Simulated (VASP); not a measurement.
# Si8O15 (a cell with a defect) in VASP: a series of runs

The runs below take Si8O15 (a cell with a defect) through single point, relaxation of the atoms, with PBE.

Everything below comes from runs of VASP 6.6.1. Logs are shortened: lines on timing, memory, paths and dates and some standing lists are left out, and cuts for length are marked.

## 1. The cell of the first run

The cell holds a defect, 23 atoms: a = 5.974 Å, b = 5.974 Å, c = 5.379 Å, α = 90.00°, β = 90.00°, γ = 90.00°.

## 2. Single point, PBE

Contents of INCAR:

```
ALGO = Normal
EDIFF = 1E-6
ENCUT = 520
GGA = PE
ISIF = 2
ISMEAR = 0
LASPH = True
LCHARG = True
LELF = True
LREAL = Auto
LVHAR = True
LWAVE = False
NBANDS = 78
NELM = 80
PREC = Accurate
SIGMA = 0.05
```

Contents of KPOINTS:

```
k-points
0
Gamma
  2 2 2
```

Contents of POSCAR:

```
Si8O15
1.0
   -4.2244000000     -4.2244000000      0.0000000000
    4.2244000000     -4.2244000000      0.0000000000
    0.0000000000      0.0000000000      5.3792000000
Si O
8 15
Direct
    0.4984680161      0.4944022642     -0.0092193485
   -0.0015257604      0.4985635144      0.2497281388
    0.4984753266      0.4944739355      0.5086523854
   -0.0015223762      0.4995748563      0.7497339258
   -0.0015192206      0.0014304375     -0.0010651456
    0.4984785620      0.0004691223      0.2497307175
   -0.0015200656      0.0014254402      0.5005233202
    0.4984941556     -0.0030017446      0.7497354894
    0.1915426937      0.4987230995     -0.0021475569
   -0.0015256761      0.1936396461      0.2497328767
    0.8054062814      0.4987454816     -0.0021525505
   -0.0015167564      0.8073757748      0.2497296769
    0.1915421486      0.4987443590      0.5016115373
   -0.0015245662      0.1937428235      0.7497304534
    0.8054059833      0.4987449842      0.5016181677
   -0.0015142072      0.8074465393      0.7497337479
    0.6917365203      0.0062836506     -0.0022605421
    0.4984687519      0.6928492899      0.2497133803
    0.3052324294      0.0063005729     -0.0022687342
    0.4984780248      0.3046473707      0.2497466853
    0.6917397704      0.0062647123      0.5017230757
    0.4984620665      0.7007040738      0.7497300286
    0.3052314982      0.0063017958      0.5017347708
```

Potentials or basis: VASP PAW PBE potentials, release 64 (Si, O).

Started as:

```console
> cat potpaw_PBE.64/Si/POTCAR potpaw_PBE.64/O/POTCAR > POTCAR
> mpirun -np 1 vasp_std > vasp.out
```

OUTCAR:

```text
EDIFF = 1E-6
   ENCUT = 520
   GGA = PE
   ISIF = 2
   ISMEAR = 0
   LASPH = True
   LREAL = Auto
   NELM = 80
   PREC = Accurate

 ion  position               nearest neighbor table
   1  0.498  0.494  0.991-  22 1.79  20 1.80  18 1.83   9 1.83  11 1.83   3 2.59   3 2.79
   2  0.998  0.499  0.250-   9 1.78  11 1.78  13 1.78  15 1.78  10 1.82  12 1.84   4 2.69   4 2.69

   3  0.498  0.494  0.509-  22 1.79  20 1.80  18 1.83  15 1.83  13 1.83   1 2.59   1 2.79
   4  0.998  0.500  0.750-   9 1.76  11 1.76  13 1.76  15 1.76  14 1.83  16 1.84   2 2.69   2 2.69

   5  0.998  0.001  0.999-  14 1.77  10 1.77  16 1.77  12 1.78  17 1.83  19 1.83   7 2.68   7 2.70

   6  0.498  0.000  0.250-  19 1.78  17 1.78  23 1.78  21 1.78  20 1.82  18 1.84   8 2.69   8 2.69

   7  0.998  0.001  0.501-  14 1.77  10 1.77  16 1.77  12 1.78  21 1.83  23 1.83   5 2.68   5 2.70

   8  0.498  0.997  0.750-  17 1.77  21 1.77  19 1.77  23 1.77  22 1.77   6 2.69   6 2.69
   9  0.192  0.499  0.998-   4 1.76   2 1.78   1 1.83
  10  0.998  0.194  0.250-   7 1.77   5 1.77   2 1.82
  11  0.805  0.499  0.998-   4 1.76   2 1.78   1 1.83
  12  0.998  0.807  0.250-   7 1.78   5 1.78   2 1.84
  13  0.192  0.499  0.502-   4 1.76   2 1.78   3 1.83
  14  0.998  0.194  0.750-   5 1.77   7 1.77   4 1.83
  15  0.805  0.499  0.502-   4 1.76   2 1.78   3 1.83
  16  0.998  0.807  0.750-   5 1.77   7 1.77   4 1.84
  17  0.692  0.006  0.998-   8 1.77   6 1.78   5 1.83
  18  0.498  0.693  0.250-   3 1.83   1 1.83   6 1.84
  19  0.305  0.006  0.998-   8 1.77   6 1.78   5 1.83
  20  0.498  0.305  0.250-   1 1.80   3 1.80   6 1.82
  21  0.692  0.006  0.502-   8 1.77   6 1.78   7 1.83
  22  0.498  0.701  0.750-   8 1.77   3 1.79   1 1.79
  23  0.305  0.006  0.502-   8 1.77   6 1.78   7 1.83

  LATTYP: Found a simple tetragonal cell.
 ALAT       =     5.9742037729
 C/A-ratio  =     0.9004045065

  Lattice vectors:

 A1 = (  -4.2244000000,  -4.2244000000,   0.0000000000)
 A2 = (   4.2244000000,  -4.2244000000,   0.0000000000)
 A3 = (   0.0000000000,   0.0000000000,   5.3792000000)

Analysis of symmetry for initial positions (statically):
=====================================================================
 Subroutine PRICEL returns:
 Original cell was already a primitive cell.

 Routine SETGRP: Setting up the symmetry group for a
 simple tetragonal supercell.

 Subroutine GETGRP returns: Found  1 space group operations
 (whereof  1 operations were pure point group operations)
 out of a pool of 16 trial point group operations.

The static configuration has the point symmetry C_1 .

Analysis of symmetry for dynamics (positions and initial velocities):
=====================================================================
 Subroutine PRICEL returns:
 Original cell was already a primitive cell.

 Routine SETGRP: Setting up the symmetry group for a
 simple tetragonal supercell.

 Subroutine GETGRP returns: Found  1 space group operations
 (whereof  1 operations were pure point group operations)
 out of a pool of 16 trial point group operations.

The dynamic configuration has the point symmetry C_1 .

 Subroutine INISYM returns: Found  1 space group operations
 (whereof  1 operations are pure point group operations),
 and found     1 'primitive' translations

----------------------------------------------------------------------------------------

                                     Primitive cell

  volume of cell :     191.9896

  direct lattice vectors                    reciprocal lattice vectors
    -4.224400000 -4.224400000  0.000000000    -0.118360004 -0.118360004  0.000000000
     4.224400000 -4.224400000  0.000000000     0.118360004 -0.118360004  0.000000000
     0.000000000  0.000000000  5.379200000     0.000000000  0.000000000  0.185901249

  length of vectors
     5.974203773  5.974203773  5.379200000     0.167386323  0.167386323  0.185901249

  position of ions in fractional coordinates (direct lattice)
     0.498468016  0.494402264  0.990780652
     0.998474240  0.498563514  0.249728139
     0.498475327  0.494473935  0.508652385
     0.998477624  0.499574856  0.749733926
     0.998480779  0.001430437  0.998934854
     0.498478562  0.000469122  0.249730718
[... 15 lines left out ...]
     0.498462066  0.700704074  0.749730029
     0.305231498  0.006301796  0.501734771

  ion indices of the primitive-cell ions
   primitive index   ion index
                 1           1
                 2           2
                 3           3
                 4           4
                 5           5
                 6           6
[... 15 lines left out ...]
                22          22
                23          23

----------------------------------------------------------------------------------------

 KPOINTS: k-points

Automatic generation of k-mesh.
 Grid dimensions read from file:
 generate k-points for:    2    2    2

 Generating k-lattice:

  Cartesian coordinates                     Fractional coordinates (reciprocal lattice)
    -0.059180002 -0.059180002  0.000000000     0.500000000  0.000000000  0.000000000
     0.059180002 -0.059180002  0.000000000     0.000000000  0.500000000  0.000000000
     0.000000000  0.000000000  0.092950625     0.000000000  0.000000000  0.500000000

  Length of vectors
     0.083693161  0.083693161  0.092950625

  Shift w.r.t. Gamma in fractional coordinates (k-lattice)
     0.000000000  0.000000000  0.000000000

 Subroutine IBZKPT returns following result:
 ===========================================

 Found      8 irreducible k-points:

 Following reciprocal coordinates:
            Coordinates               Weight
  0.000000  0.000000  0.000000      1.000000
  0.500000  0.000000  0.000000      1.000000
  0.000000  0.500000  0.000000      1.000000
  0.500000  0.500000  0.000000      1.000000
  0.000000  0.000000  0.500000      1.000000
  0.500000  0.000000  0.500000      1.000000
  0.000000  0.500000  0.500000      1.000000
  0.500000  0.500000  0.500000      1.000000
   k-points           NKPTS =      8   k-points in BZ     NKDIM =      8   number of bands    NBANDS=     78
   number of dos      NEDOS =    301   number of ions     NIONS =     23
   total plane-waves  NPLWV =  92160
   dimension x,y,z NGX =    48 NGY =   48 NGZ =   40
   dimension x,y,z NGXF=    96 NGYF=   96 NGZF=   80
   ions per type =               8  15
   NGX,Y,Z   is equivalent  to a cutoff of  13.36, 13.36, 12.36 a.u.
   NGXF,Y,Z  is equivalent  to a cutoff of  26.71, 26.71, 24.72 a.u.
 SYSTEM =  unknown system
   PREC   = accura    normal or accurate (medium, high low for compatibility)
   ISTART =      0    job   : 0-new  1-cont  2-samecut
   ICHARG =      2    charge: 1-file 2-atom 10-const
   ISPIN  =      1    spin polarized calculation?
   LNONCOLLINEAR =      F non collinear calculations
   LSORBIT =      F    spin-orbit coupling
   LASPH  =      T    aspherical Exc in radial PAW
   ENCUT  =  520.0 eV  38.22 Ry    6.18 a.u.  11.11 11.11 10.00*2*pi/ulx,y,z
   NELM   =     80;   NELMIN=  2; NELMDL= -5     # of ELM steps
   EDIFF  = 0.1E-05   stopping-criterion for ELM
   LREAL  =      T    real-space projection
   EDIFFG = 0.1E-04   stopping-criterion for IOM
   NSW    =      0    number of steps for IOM
   IBRION =     -1    ionic relax: 0-MD 1-quasi-New 2-CG
   NFREE  =      0    steps in history (QN), initial steepest desc. (CG)
   ISIF   =      2    stress and relaxation
   ISYM   =      2    0-nonsym 1-usesym 2-fastsym
   POTIM  = 0.5000    time-step for ionic-motion
   TEBEG  =    0.0;   TEEND  =   0.0 temperature during run
   PSTRESS=    0.0 pullay stress
   NELECT =     122.0000    total number of electrons
   NUPDOWN=      -1.0000    fix difference up-down
   EMIN   =  10.00;   EMAX   =-10.00  energy-range for DOS
   EFERMI =   0.00;   METHOD = LEGACY
   ISMEAR =     0;   SIGMA  =   0.05  broadening in eV -4-tet -1-fermi 0-gaus
   EFERMI_NEDOS =   21; number of points for ismear=-14 and -15
   IALGO  =     38    algorithm
   IMIX   =      4    mixing-type and parameters
     AMIX     =   0.40;   BMIX     =  1.00
     AMIX_MAG =   1.60;   BMIX_MAG =  1.00
  volume/ion in A,a.u.               =       8.35        56.33
  Fermi-wavevector in a.u.,A,eV,Ry     =   1.407458  2.659710 26.952308  1.980939
  Thomas-Fermi vector in A             =   2.529715
   LORBIT       =      0    0 simple, 1 ext, 2 COOP (PROOUT), +10 PAW based schemes
   GGA     = PE    functional components
   LHFCALC =     F    Hartree Fock is set to
   AEXX    =    0.0000 exact exchange contribution
   IVDW    =     0    specifies the selected vdW correction
   LEPSILON=     F    determine dielectric tensor
   LRPA    =     F    only Hartree local field effects (RPA)
 non-spin polarized calculation
 Gauss-broadening in eV      SIGMA  =   0.05
  energy-cutoff  :      520.00
  volume of cell :      191.99
 maximum number of plane-waves:      5232
 NGX is ok and might be reduce to    48
   NGX = 23   NGY = 23   NGZ = 21

 number of electron     121.9999971 magnetization

 Free energy of the ion-electron system (eV)
  ---------------------------------------------------
  ext. energy  EPLUGINS =         0.00000000
  ---------------------------------------------------
  free energy    TOTEN  =      -173.96623973 eV

  energy without entropy =     -173.96623973  energy(sigma->0) =     -173.96623973

 E-fermi :   9.2506     XC(G=0): -11.9348

 val. band max:        8.9301899476   @ k =   0.5000   0.5000   0.5000
 cond. band min:      11.7602433582   @ k =   0.0000   0.0000   0.5000
 fundamental gap:      2.8300534106
 Fermi energy:         9.2506477185

 k-point     1 :       0.0000    0.0000    0.0000
  band No.  band energies     occupation
      1     -14.6394      2.00000
      2     -13.1465      2.00000
      3     -12.7393      2.00000
      4     -12.2382      2.00000
      5     -12.1417      2.00000
      6     -11.9311      2.00000
[... 65 lines left out ...]
     72      16.4416      0.00000
     73      16.9328      0.00000
[... 530 lines left out ...]
     72      17.6079      0.00000
     73      17.7496      0.00000
 [bands above 73 left out]

------------------------ aborting loop because EDIFF is reached ----------------------------------------

  FORCE on cell =-STRESS in cart. coord.  units (eV):
  Direction    XX          YY          ZZ          XY          YZ          ZX
  --------------------------------------------------------------------------------------
  -------------------------------------------------------------------------------------
  Total        1.1086443      1.1158118     -2.5737455      1.6054824      0.0029669     -0.0035308
  in kB        9.2517751      9.3115882    -21.4782270     13.3979506      0.0247588     -0.0294649
  external PRESSURE =      -0.9716212 kB  Pullay stress =       0.0000000 kB

 VOLUME and BASIS-vectors are now :
 -----------------------------------------------------------------------------
  energy-cutoff  :      520.00
  volume of cell :      191.99
      direct lattice vectors                 reciprocal lattice vectors
    -4.224400000 -4.224400000  0.000000000    -0.118360004 -0.118360004  0.000000000
     4.224400000 -4.224400000  0.000000000     0.118360004 -0.118360004  0.000000000
     0.000000000  0.000000000  5.379200000     0.000000000  0.000000000  0.185901249

 POSITION                                       TOTAL-FORCE (eV/Angst)
 -----------------------------------------------------------------------------------
     -0.01718     -4.19428      5.32961        -0.002862     -0.001216     -0.025603
     -2.11182     -6.32409      1.34334         0.000093     -0.000078      0.000633
     -0.01690     -4.19461      2.73614        -0.004233      0.001246      0.026297
     -2.10756     -6.32837      4.03297         0.000484     -0.001262      0.000249
     -4.21194     -4.22402      5.37347         0.001845     -0.003552      0.002243
     -2.10379     -2.10775      1.34335        -0.003824      0.003031      0.001152
[... 15 lines left out ...]
      0.85435     -5.06576      4.03295         0.013780     -0.016524     -0.000302
     -1.26280     -1.31604      2.69893         0.015532      0.015019     -0.001691
 -----------------------------------------------------------------------------------
    total drift:                                0.020222      0.017020      0.001958

  FREE ENERGIE OF THE ION-ELECTRON SYSTEM (eV)
  ---------------------------------------------------
  free  energy   TOTEN  =      -173.9662397294 eV

  energy  without entropy=     -173.9662397294  energy(sigma->0) =     -173.96623973
```

Run time: 3.2 min. Hardware: 1 thread of Intel Xeon Platinum 8488C (Sapphire Rapids), shared host; peak memory 0.31 GiB.

Results:

```yaml
Free_energy: -173.9662 eV
Pressure: -0.1 GPa
Largest_force: 0.027 eV/Å
Band_gap_on_the_k_mesh: 2.83 eV
```

Forces on the atoms (eV/Å):
```
Si  -0.003 -0.001 -0.026
Si   0.000  0.000  0.001
Si  -0.004  0.001  0.026
Si   0.000 -0.001  0.000
Si   0.002 -0.004  0.002
Si  -0.004  0.003  0.001
Si   0.002 -0.004 -0.003
Si  -0.005  0.010 -0.002
O   -0.018 -0.011 -0.001
O    0.014 -0.013  0.000
O    0.011  0.015  0.001
O   -0.012  0.017  0.000
O   -0.019 -0.011  0.001
O    0.019 -0.017  0.000
O    0.013  0.015 -0.001
O   -0.015  0.020  0.000
O   -0.015 -0.016  0.002
O    0.013 -0.009  0.001
O    0.016  0.016  0.000
O   -0.012  0.010 -0.001
O   -0.013 -0.016 -0.001
O    0.014 -0.017  0.000
O    0.016  0.015 -0.002
```

Levels at points of the mesh, in eV from the valence-band top:
| k point | band 57 | band 58 | band 59 | band 60 | band 61 | band 62 | band 63 | band 64 | band 65 | band 66 |
| --- | --- | --- | --- | --- | --- | --- | --- | --- | --- | --- |
| (0.00, 0.00, 0.00) | -2.92 | -2.65 | -2.42 | -1.58 | -1.10 | 3.62 | 4.27 | 4.28 | 5.23 | 5.40 |
| (0.50, 0.00, 0.00) | -3.21 | -2.87 | -2.56 | -2.38 | -0.33 | 3.83 | 4.54 | 5.10 | 5.42 | 5.86 |
| (0.00, 0.50, 0.00) | -2.91 | -2.75 | -2.38 | -2.19 | -0.76 | 3.04 | 4.29 | 5.05 | 5.83 | 5.95 |
| (0.50, 0.50, 0.00) | -2.77 | -2.64 | -2.63 | -2.40 | -0.48 | 3.42 | 5.06 | 5.33 | 5.84 | 6.42 |
| (0.00, 0.00, 0.50) | -2.91 | -2.74 | -2.37 | -2.15 | -0.27 | 2.83 | 3.92 | 5.85 | 5.93 | 6.19 |
| (0.50, 0.00, 0.50) | -2.78 | -2.58 | -2.39 | -2.20 | -0.07 | 3.61 | 4.17 | 5.94 | 6.09 | 6.16 |
| (0.00, 0.50, 0.50) | -2.61 | -2.36 | -2.33 | -2.24 | -0.38 | 2.87 | 3.73 | 6.01 | 6.32 | 6.81 |
| (0.50, 0.50, 0.50) | -2.85 | -2.82 | -2.73 | -2.62 | 0.00 | 3.56 | 3.81 | 6.68 | 7.05 | 7.06 |

Caveat: the k points lie up to 0.58 Å⁻¹ apart.

## 3. Single point, PBE

Contents of INCAR:

```
SYSTEM = Si8O15
PREC     = Accurate       ! precision mode
ENCUT    = 520            ! plane-wave cutoff, eV
EDIFF    = 1E-6           ! SCF threshold, eV
ISMEAR   = 0              ! smearing method
SIGMA    = 0.05           ! smearing width, eV
LREAL    = Auto         
LASPH    = .True.         ! aspherical terms in the spheres
NELM     = 100            ! most SCF steps
ALGO     = Normal         ! electronic algorithm
ISIF     = 2              ! what is computed and relaxed
LWAVE    = .False.        ! write WAVECAR
LCHARG   = .False.        ! write CHGCAR
GGA      = PE             ! functional
NBANDS   = 78             ! bands
```

Contents of KPOINTS:

```
regular mesh
0
Gamma
  2 2 2
  0 0 0
```

Contents of POSCAR:

```
Si8O15
1.0
   -4.2244000000     -4.2244000000      0.0000000000
    4.2244000000     -4.2244000000      0.0000000000
    0.0000000000      0.0000000000      5.3792000000
Si O
8 15
Direct
    0.5000000000      0.5062760280     -0.0089764696
    0.0000000000      0.5020033603      0.2500000000
    0.5000000000      0.5062760280      0.5089764696
    0.0000000000      0.5009730998      0.7500000000
    0.0000000000     -0.0008366777     -0.0007915332
    0.5000000000      0.0003178888      0.2500000000
    0.0000000000     -0.0008366777      0.5007915332
    0.5000000000      0.0039130315      0.7500000000
    0.1930707139      0.5018688083     -0.0018806952
    0.0000000000      0.1932029592      0.2500000000
    0.8069292861      0.5018688083     -0.0018806952
    0.0000000000      0.8069435638      0.2500000000
    0.1930707139      0.5018688083      0.5018806952
    0.0000000000      0.1931505687      0.7500000000
    0.8069292861      0.5018688083      0.5018806952
    0.0000000000      0.8068492857      0.7500000000
    0.6932419782     -0.0056412404     -0.0020086574
    0.5000000000      0.6960283191      0.2500000000
    0.3067580218     -0.0056412404     -0.0020086574
    0.5000000000      0.3078146955      0.2500000000
    0.6932419782     -0.0056412404      0.5020086574
    0.5000000000      0.2999142554      0.7500000000
    0.3067580218     -0.0056412404      0.5020086574
```

Potentials or basis: VASP PAW PBE potentials, release 64 (Si, O).

Started as:

```console
> cat potpaw_PBE.64/Si/POTCAR potpaw_PBE.64/O/POTCAR > POTCAR
> mpirun -np 1 vasp_std > vasp.out
```

Run time: 2.9 min. Hardware: 1 thread of Intel Xeon Platinum 8488C (Sapphire Rapids), shared host; peak memory 0.31 GiB.

It converged, with:

```
Free energy            : -173.9661 eV
Pressure               : -0.1 GPa
Largest force          : 0.025 eV/Å
Band gap on the k mesh : 2.83 eV
```

Forces on the atoms (eV/Å):
```
Si   0.003 -0.003 -0.022
Si   0.002 -0.002  0.000
Si   0.003 -0.003  0.022
Si   0.003 -0.003  0.000
Si  -0.004  0.004  0.003
Si  -0.005  0.005  0.000
Si  -0.004  0.004 -0.003
Si  -0.003  0.003  0.000
O   -0.012 -0.016 -0.001
O    0.018 -0.018  0.000
O    0.016  0.012 -0.001
O   -0.012  0.012  0.000
O   -0.012 -0.016  0.001
O    0.018 -0.018  0.000
O    0.016  0.012  0.001
O   -0.016  0.016  0.000
O   -0.016 -0.016 -0.001
O    0.010 -0.010  0.000
O    0.016  0.016 -0.001
O   -0.008  0.008  0.000
O   -0.016 -0.016  0.001
O   -0.010  0.010  0.000
O    0.016  0.016  0.001
```

Stress tensor (GPa, compression positive):
```
 0.94  1.32  0.00
 1.32  0.94  0.00
 0.00  0.00 -2.16
```

Levels at points of the mesh, in eV from the valence-band top:
| k point | band 57 | band 58 | band 59 | band 60 | band 61 | band 62 | band 63 | band 64 | band 65 | band 66 |
| --- | --- | --- | --- | --- | --- | --- | --- | --- | --- | --- |
| (0.00, 0.00, 0.00) | -2.92 | -2.65 | -2.42 | -1.59 | -1.10 | 3.62 | 4.27 | 4.28 | 5.23 | 5.39 |
| (0.50, 0.00, 0.00) | -3.21 | -2.87 | -2.56 | -2.38 | -0.33 | 3.83 | 4.53 | 5.10 | 5.42 | 5.86 |
| (0.00, 0.50, 0.00) | -2.91 | -2.76 | -2.38 | -2.19 | -0.76 | 3.04 | 4.29 | 5.05 | 5.83 | 5.95 |
| (0.50, 0.50, 0.00) | -2.77 | -2.64 | -2.63 | -2.40 | -0.48 | 3.42 | 5.06 | 5.33 | 5.84 | 6.42 |
| (0.00, 0.00, 0.50) | -2.91 | -2.74 | -2.37 | -2.15 | -0.27 | 2.83 | 3.92 | 5.85 | 5.93 | 6.19 |
| (0.50, 0.00, 0.50) | -2.78 | -2.58 | -2.39 | -2.20 | -0.07 | 3.61 | 4.17 | 5.94 | 6.09 | 6.16 |
| (0.00, 0.50, 0.50) | -2.61 | -2.36 | -2.33 | -2.24 | -0.38 | 2.87 | 3.73 | 6.01 | 6.32 | 6.81 |
| (0.50, 0.50, 0.50) | -2.85 | -2.82 | -2.73 | -2.63 | 0.00 | 3.56 | 3.81 | 6.68 | 7.05 | 7.06 |

Caveat: the k points lie up to 0.58 Å⁻¹ apart.

(Part 1 of 2 ends here.)
